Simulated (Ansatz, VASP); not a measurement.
## Hf: VASP beside Ansatz

Contents of POSCAR:

```
Hf
1.0
   -1.7142499571      1.7142499571      1.7142499571
    1.7142499571     -1.7142499571      1.7142499571
    1.7142499571      1.7142499571     -1.7142499571
Hf
1
Direct
    0.0000000000      0.0000000000      0.0000000000
```

The input INCAR.step1:

```
SYSTEM = Hf
PREC = Accurate ; ENCUT = 520
ISMEAR = 0 ; SIGMA = 0.1
LREAL = .FALSE. ; LASPH = .TRUE.
NELM = 100 ; NBANDS = 11
GGA = PE ; ALGO = Normal
EDIFF = 1E-4 ; LWAVE = .TRUE.
LCHARG = .FALSE.
```

INCAR.step2

```
SYSTEM = Hf
PREC = Accurate ; ENCUT = 520
EDIFF = 1E-6 ; ISMEAR = 0
SIGMA = 0.1 ; LREAL = .FALSE.
LASPH = .TRUE. ; NELM = 100
ALGO = Normal ; ISIF = 2
LWAVE = .FALSE. ; LCHARG = .FALSE.
METAGGA = R2SCAN ; LMIXTAU = .TRUE.
NBANDS = 11 ; ISTART = 1
```

KPOINTS

```
regular mesh
0
G
  16 16 16
  0 0 0
```

Input for Ansatz:

```yaml
crystal:
  lattice:
    - [-1.7142499571, 1.7142499571, 1.7142499571]
    - [1.7142499571, -1.7142499571, 1.7142499571]
    - [1.7142499571, 1.7142499571, -1.7142499571]
  atoms:
    - { symbol: Hf, position: [0.0, 0.0, 0.0] }
basis:
  ecutwfc: 500
kpoints:
  mp_grid: { grid: [16, 16, 16] }
hamiltonian:
  xc: r2scan
scf:
  occupations: { method: gaussian, width: 0.1 }
output:
  forces: true
  stress: true
  eigenvalues: true
```

Alike in both runs: task single point; functional r2SCAN; k mesh 16 × 16 × 16; occupations gaussian, width 0.1 eV; no spin polarisation.

|  | VASP | Ansatz |
| --- | --- | --- |
| version | VASP 6.6.1 | Ansatz 0.2.0 |
| potentials or method | VASP PAW PBE potentials, release 64 (Hf_pv), cutoff 520 eV | scalar-relativistic, plane waves, PAW |
| valence electrons in the cell | 10 | 26 |

```tsv
	VASP	Ansatz	Ansatz less VASP
gap on the k mesh at the Fermi level (eV)	none	none	-
pressure (GPa)	10.7	11.0	+0.32
```

VASP's potentials were made for PBE, not for r2SCAN. A gap of «none» marks a metal or a gap that the smearing closes. VASP's potentials hold 10 valence electrons a cell and Ansatz's 26, so a difference there can come from the potentials and not from the codes.

Spin-orbit coupling is off throughout.
